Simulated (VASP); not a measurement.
Sb2As3:

```
Sb As
1.0
     1.95405    1.12817    9.05804
    -1.95405    1.12817    9.05804
     0.00000   -2.25635    9.05804
Sb As
2 3
Direct
  0.40000 0.40000 0.40000
  0.60000 0.60000 0.60000
  0.00000 0.00000 0.00000
  0.20950 0.20950 0.20950
  0.79050 0.79050 0.79050
```

| Quantity | Value |
| --- | --- |
| Program | VASP 6.6.1 |
| Task | relaxation of cell and atoms |
| Functional | PBE |
| Potentials or basis | VASP PAW PBE potentials, release 64 (Sb, As) |
| Cutoff | 600 eV |
| k mesh | 6 × 6 × 6 |
| Occupations | gaussian, width 0.1 eV |
| Spin | no spin polarisation |

At the start: pressure 2.8 GPa; volume 23.96 Å³/atom.

Problem. Where does the relaxation end?

Solution. Over 15 steps the energy falls by 104.0 meV/atom and the volume is 24.00 Å³/atom (+0.1 %); space group R-3m (No. 166, to 0.1 Å) before and after.

Step by step:
```csv
step,energy change (eV),largest force (eV/Å),pressure (GPa),volume (Å³)
1,0.0000,0.7042,2.79,119.81
2,-0.1151,0.4335,-1.75,127.17
3,-0.1151,0.4305,-1.80,127.27
4,-0.2378,0.5905,-1.75,126.20
5,-0.3632,0.4049,-0.87,121.97
6,-0.3719,0.5235,-1.15,123.08
7,-0.4316,0.4545,1.42,118.15
8,-0.4326,0.4359,1.83,117.46
9,-0.4787,0.2666,1.49,117.80
10,-0.5079,0.0643,1.04,118.26
11,-0.5081,0.1018,1.00,118.31
12,-0.5172,0.0461,-0.14,120.22
13,-0.5172,0.0416,-0.24,120.39
14,-0.5193,0.0216,-0.13,120.20
15,-0.5202,0.0131,0.00,119.99
```

Final structure:
```
Sb As
1.0
     2.04433    1.18029    8.28777
    -2.04433    1.18029    8.28777
     0.00000   -2.36058    8.28777
Sb As
2 3
Cartesian
  0.0000 0.0000 10.0023
  0.0000 0.0000 14.8610
  0.0000 0.0000 0.0000
  0.0000 0.0000 4.9131
  0.0000 0.0000 19.9502
```

Caveat: an odd number of electrons without spin polarisation forces a metal; a magnetic or distorted state may lie lower.
